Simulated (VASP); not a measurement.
# Li (Fm-3m) in VASP: single point with PBEsol

Aim: the single point of Li with PBEsol.

All numbers are computed with VASP 6.6.1; they aren't measurements. Logs are shortened: lines on timing, memory, paths and dates and some standing lists are left out, and cuts for length are marked.

### 1 The cell of the first run

The structure is cubic, space group Fm-3m (No. 225). The conventional cell has a = 4.318 Å, b = 4.318 Å, c = 4.318 Å, α = 90.00°, β = 90.00°, γ = 90.00°. Within 4.0 Å of Li (site symmetry m-3m) lie 12 Li at 3.05 Å.

This isn't the form of Li at room conditions, which is bcc.

### 2 Single point, PBEsol

File INCAR:

```
SYSTEM = Li
PREC     = Accurate       ! precision mode
ENCUT    = 520            ! plane-wave cutoff, eV
EDIFF    = 1E-6           ! SCF threshold, eV
ISMEAR   = 0              ! smearing method
SIGMA    = 0.1            ! smearing width, eV
LREAL    = .False.        ! projectors in reciprocal space
LASPH    = .True.         ! aspherical terms in the spheres
NELM     = 100            ! most SCF steps
ALGO     = Normal         ! electronic algorithm
ISIF     = 2              ! what is computed and relaxed
LWAVE    = .False.        ! write WAVECAR
LCHARG   = .False.        ! write CHGCAR
GGA      = PS             ! functional
NBANDS   = 8              ! bands
ISYM     = 0
```

File KPOINTS:

```
regular mesh
0
Gamma
  12 12 14
  0 0 0
```

File POSCAR:

```
Li
1.0
    3.0534023709      0.0000000000      0.0000000000
   -1.5267011854      2.6443240212      0.0000000000
    1.5267011854      0.8814413404      2.4930925960
Li
1
Direct
    0.0000000000      0.0000000000      0.0000000000
```

Potentials or basis: VASP PAW PBE potentials, release 64 (Li_sv).

On the command line:

```console
$ cat potpaw_PBE.64/Li_sv/POTCAR > POTCAR
$ mpirun -np 1 vasp_std > vasp.out
```

OUTCAR:

```text
SYSTEM = Li
   PREC = Accurate
   ENCUT = 520
   EDIFF = 1E-6
   ISMEAR = 0
   LREAL = .False.
   LASPH = .True.
   NELM = 100
   ISIF = 2
   GGA = PS
   ISYM = 0

 ion  position               nearest neighbor table
   1  0.000  0.000  0.000-

IMPORTANT INFORMATION: All symmetrisations will be switched off!
NOSYMM: (Re-)initialisation of all symmetry stuff for point group C_1.

----------------------------------------------------------------------------------------

                                     Primitive cell

  volume of cell :      20.1297

  direct lattice vectors                    reciprocal lattice vectors
     3.053402371  0.000000000  0.000000000     0.327503512  0.189084241 -0.267405498
    -1.526701185  2.644324021  0.000000000     0.000000000  0.378168482 -0.133702749
     1.526701185  0.881441340  2.493092596     0.000000000  0.000000000  0.401108247

  length of vectors
     3.053402371  3.053402371  3.053402371     0.463159908  0.401108247  0.401108247

  position of ions in fractional coordinates (direct lattice)
     0.000000000  0.000000000  0.000000000

  ion indices of the primitive-cell ions
   primitive index   ion index
                 1           1

----------------------------------------------------------------------------------------

 KPOINTS: regular mesh

Automatic generation of k-mesh.
 Grid dimensions read from file:
 generate k-points for:   12   12   14

 Generating k-lattice:

  Cartesian coordinates                     Fractional coordinates (reciprocal lattice)
     0.027291959  0.015757020 -0.022283791     0.083333333  0.000000000  0.000000000
     0.000000000  0.031514040 -0.011141896     0.000000000  0.083333333 -0.000000000
     0.000000000  0.000000000  0.028650589     0.000000000  0.000000000  0.071428571

  Length of vectors
     0.038596659  0.033425687  0.028650589

  Shift w.r.t. Gamma in fractional coordinates (k-lattice)
     0.000000000  0.000000000  0.000000000

 -----------------------------------------------------------------------------
|                                                                             |
|           W    W    AA    RRRRR   N    N  II  N    N   GGGG   !!!           |
|           W    W   A  A   R    R  NN   N  II  NN   N  G    G  !!!           |
|           W    W  A    A  R    R  N N  N  II  N N  N  G       !!!           |
|           W WW W  AAAAAA  RRRRR   N  N N  II  N  N N  G  GGG   !            |
|           WW  WW  A    A  R   R   N   NN  II  N   NN  G    G                |
|           W    W  A    A  R    R  N    N  II  N    N   GGGG   !!!           |
|                                                                             |
|     Your reciprocal lattice and k-lattice belong to different lattice       |
|     classes:                                                                |
|                                                                             |
|        The reciprocal lattice is body-centered cubic,                       |
|        whereas your k-lattice is base-centered monoclinic.                  |
|                                                                             |
|     Results are often still useful ...                                      |
|                                                                             |
 -----------------------------------------------------------------------------

 WARNING: IBZKPT: internal override: KBLOWUP is changed to .FALSE.
      ... skipping the blow-up phase ...

 Subroutine IBZKPT returns following result:
 ===========================================

 Found   1012 irreducible k-points:

 Following reciprocal coordinates:
            Coordinates               Weight
  0.000000  0.000000  0.000000      1.000000
  0.083333 -0.000000  0.000000      2.000000
  0.166667 -0.000000  0.000000      2.000000
  0.250000  0.000000  0.000000      2.000000
  0.333333 -0.000000  0.000000      2.000000
  0.416667 -0.000000  0.000000      2.000000
[... 16 lines left out ...]
  0.250000  0.166667  0.000000      2.000000
  0.333333  0.166667  0.000000      2.000000
 [... further k-points ...]
   k-points           NKPTS =   1012   k-points in BZ     NKDIM =   1012   number of bands    NBANDS=      8
   number of dos      NEDOS =    301   number of ions     NIONS =      1
   total plane-waves  NPLWV =  13824
   dimension x,y,z NGX =    24 NGY =   24 NGZ =   24
   dimension x,y,z NGXF=    48 NGYF=   48 NGZF=   48
   ions per type =               1
   NGX,Y,Z   is equivalent  to a cutoff of  13.07, 13.07, 13.07 a.u.
   NGXF,Y,Z  is equivalent  to a cutoff of  26.13, 26.13, 26.13 a.u.
 SYSTEM =  Li
   PREC   = accura    normal or accurate (medium, high low for compatibility)
   ISTART =      0    job   : 0-new  1-cont  2-samecut
   ICHARG =      2    charge: 1-file 2-atom 10-const
   ISPIN  =      1    spin polarized calculation?
   LNONCOLLINEAR =      F non collinear calculations
   LSORBIT =      F    spin-orbit coupling
   LASPH  =      T    aspherical Exc in radial PAW
   ENCUT  =  520.0 eV  38.22 Ry    6.18 a.u.   5.68  5.68  5.68*2*pi/ulx,y,z
   NELM   =    100;   NELMIN=  2; NELMDL= -5     # of ELM steps
   EDIFF  = 0.1E-05   stopping-criterion for ELM
   LREAL  =      F    real-space projection
   EDIFFG = 0.1E-04   stopping-criterion for IOM
   NSW    =      0    number of steps for IOM
   IBRION =     -1    ionic relax: 0-MD 1-quasi-New 2-CG
   NFREE  =      0    steps in history (QN), initial steepest desc. (CG)
   ISIF   =      2    stress and relaxation
   ISYM   =      0    0-nonsym 1-usesym 2-fastsym
   POTIM  = 0.5000    time-step for ionic-motion
   TEBEG  =    0.0;   TEEND  =   0.0 temperature during run
   PSTRESS=    0.0 pullay stress
   NELECT =       3.0000    total number of electrons
   NUPDOWN=      -1.0000    fix difference up-down
   EMIN   =  10.00;   EMAX   =-10.00  energy-range for DOS
   EFERMI =   0.00;   METHOD = LEGACY
   ISMEAR =     0;   SIGMA  =   0.10  broadening in eV -4-tet -1-fermi 0-gaus
   EFERMI_NEDOS =   21; number of points for ismear=-14 and -15
   IALGO  =     38    algorithm
   IMIX   =      4    mixing-type and parameters
     AMIX     =   0.40;   BMIX     =  1.00
     AMIX_MAG =   1.60;   BMIX_MAG =  1.00
  volume/ion in A,a.u.               =      20.13       135.84
  Fermi-wavevector in a.u.,A,eV,Ry     =   0.867966  1.640219 10.250161  0.753366
  Thomas-Fermi vector in A             =   1.986577
   LORBIT       =      0    0 simple, 1 ext, 2 COOP (PROOUT), +10 PAW based schemes
   GGA     = PS    functional components
   LHFCALC =     F    Hartree Fock is set to
   AEXX    =    0.0000 exact exchange contribution
   IVDW    =     0    specifies the selected vdW correction
   LEPSILON=     F    determine dielectric tensor
   LRPA    =     F    only Hartree local field effects (RPA)
 non-spin polarized calculation
 Gauss-broadening in eV      SIGMA  =   0.10
  energy-cutoff  :      520.00
  volume of cell :       20.13
 maximum number of plane-waves:       560
   NGX = 11   NGY = 11   NGZ = 11

 number of electron       2.9999995 magnetization

 Free energy of the ion-electron system (eV)
  ---------------------------------------------------
  ext. energy  EPLUGINS =         0.00000000
  ---------------------------------------------------
  free energy    TOTEN  =        -1.96878384 eV

  energy without entropy =       -1.96600732  energy(sigma->0) =       -1.96739558

 E-fermi :   0.6231     XC(G=0):  -7.0346

 val. band max:        0.5899525827   @ k =  -0.2500  -0.0833   0.1429
 cond. band min:       0.6250144427   @ k =   0.5000   0.0000   0.5000
 fundamental gap:      0.0350618600
 Fermi energy:         0.6231229399

 k-point     1 :       0.0000    0.0000    0.0000
  band No.  band energies     occupation
      1     -45.2535      2.00000
      2      -2.9178      2.00000
      3      15.0892      0.00000
      4      15.0902      0.00000
      5      15.0903      0.00000
      6      18.9448      0.00000
      7      18.9449      0.00000
      8      18.9453      0.00000

 k-point     2 :       0.0833   -0.0000    0.0000
  band No.  band energies     occupation
      1     -45.2517      2.00000
      2      -2.7517      2.00000
      3      14.0432      0.00000
      4      14.0434      0.00000
      5      15.0850      0.00000
      6      16.8810      0.00000
      7      20.3059      0.00000
      8      20.3060      0.00000

 k-point     3 :       0.1667   -0.0000    0.0000
  band No.  band energies     occupation
      1     -45.2471      2.00000
      2      -2.2510      2.00000
      3      12.4098      0.00000
      4      12.4099      0.00000
      5      14.8825      0.00000
      6      14.9323      0.00000
      7      17.1559      0.00000
      8      22.7692      0.00000

 k-point     4 :       0.2500    0.0000    0.0000
  band No.  band energies     occupation
      1     -45.2407      2.00000
      2      -1.4098      2.00000
      3      11.0046      0.00000
      4      11.0047      0.00000
      5      12.7027      0.00000
      6      13.3202      0.00000
      7      15.7495      0.00000
      8      25.1962      0.00000

 k-point     5 :       0.3333   -0.0000    0.0000
  band No.  band energies     occupation
      1     -45.2342      2.00000
      2      -0.2331      2.00000
      3       9.5003      0.00000
      4       9.9682      0.00000
      5       9.9683      0.00000
      6      12.2029      0.00000
      7      15.8708      0.00000
      8      27.3337      0.00000
[... 177 lines left out ...]
 k-point    22 :       0.1667    0.1667    0.0000
  band No.  band energies     occupation
      1     -45.2389      2.00000
      2      -1.0838      2.00000
      3       8.1432      0.00000
      4      11.3913      0.00000
      5      12.9740      0.00000
      6      14.9258      0.00000
      7      17.5831      0.00000
      8      22.4761      0.00000

 k-point    23 :       0.2500    0.1667    0.0000
  band No.  band energies     occupation
      1     -45.2332      2.00000
      2       0.0919      2.00000
      3       7.0093      0.00000
      4      10.0341      0.00000
      5      10.3734      0.00000
      6      14.3945      0.00000
      7      17.1736      0.00000
      8      24.0289      0.00000

 k-point    24 :       0.3333    0.1667    0.0000
  band No.  band energies     occupation
      1     -45.2291      2.00000
      2       1.5439      0.00000
      3       5.8801      0.00000
      4       7.8640      0.00000
      5       9.7514      0.00000
      6      14.0117      0.00000
      7      17.1540      0.00000
      8      25.8863      0.00000

 [... further k-points ...]

------------------------ aborting loop because EDIFF is reached ----------------------------------------

  FORCE on cell =-STRESS in cart. coord.  units (eV):
  Direction    XX          YY          ZZ          XY          YZ          ZX
  --------------------------------------------------------------------------------------
  -------------------------------------------------------------------------------------
  Total        0.0135105     -0.0034241     -0.0238820      0.0146372      0.0011366      0.0019808
  in kB        1.0753409     -0.2725359     -1.9008315      1.1650122      0.0904658      0.1576538
  external PRESSURE =      -0.3660089 kB  Pullay stress =       0.0000000 kB

 VOLUME and BASIS-vectors are now :
 -----------------------------------------------------------------------------
  energy-cutoff  :      520.00
  volume of cell :       20.13
      direct lattice vectors                 reciprocal lattice vectors
     3.053402371  0.000000000  0.000000000     0.327503512  0.189084241 -0.267405498
    -1.526701185  2.644324021  0.000000000     0.000000000  0.378168482 -0.133702749
     1.526701185  0.881441340  2.493092596     0.000000000  0.000000000  0.401108247

 POSITION                                       TOTAL-FORCE (eV/Angst)
 -----------------------------------------------------------------------------------
      0.00000      0.00000      0.00000         0.000000      0.000000     -0.000002
 -----------------------------------------------------------------------------------
    total drift:                                0.000000      0.000000     -0.000002

  FREE ENERGIE OF THE ION-ELECTRON SYSTEM (eV)
  ---------------------------------------------------
  free  energy   TOTEN  =        -1.9687838381 eV

  energy  without entropy=       -1.9660073238  energy(sigma->0) =       -1.96739558
```

It took 3.1 min on 1 thread of Oxide Virtual Turin-like, shared host; peak memory 0.2 GiB.

What came out:

```
Free energy            : -1.9688 eV
Band gap on the k mesh : zero (an odd number of electrons rules out a gap without spin polarisation)
```

Levels at points of the mesh, in eV from the Fermi level:
```
           k point  band 1  band 2  band 3  band 4  band 5
(0.00, 0.00, 0.00)  -45.88   -3.54   14.47   14.47   14.47
(0.50, 0.00, 0.00)  -45.85    1.56    4.76    8.50    8.50
(0.00, 0.50, 0.00)  -45.86    0.00    2.98   12.73   12.73
(0.50, 0.50, 0.00)  -45.86    0.00    2.98   12.73   12.73
(0.00, 0.00, 0.50)  -45.86    0.00    2.98   12.73   12.73
(0.50, 0.00, 0.50)  -45.86    0.00    2.98   12.73   12.73
(0.00, 0.50, 0.50)  -45.85    1.56    4.76    8.50    8.50
(0.50, 0.50, 0.50)  -45.85    1.56    4.76    8.50    8.50
```

Caveat: the cutoff is under 1.25 times the usual one of these potentials, so pressure, stress and relaxed cells hold a basis-set (Pulay) error; the PAW data sets were made with another functional, which shifts forces and pressure a little.
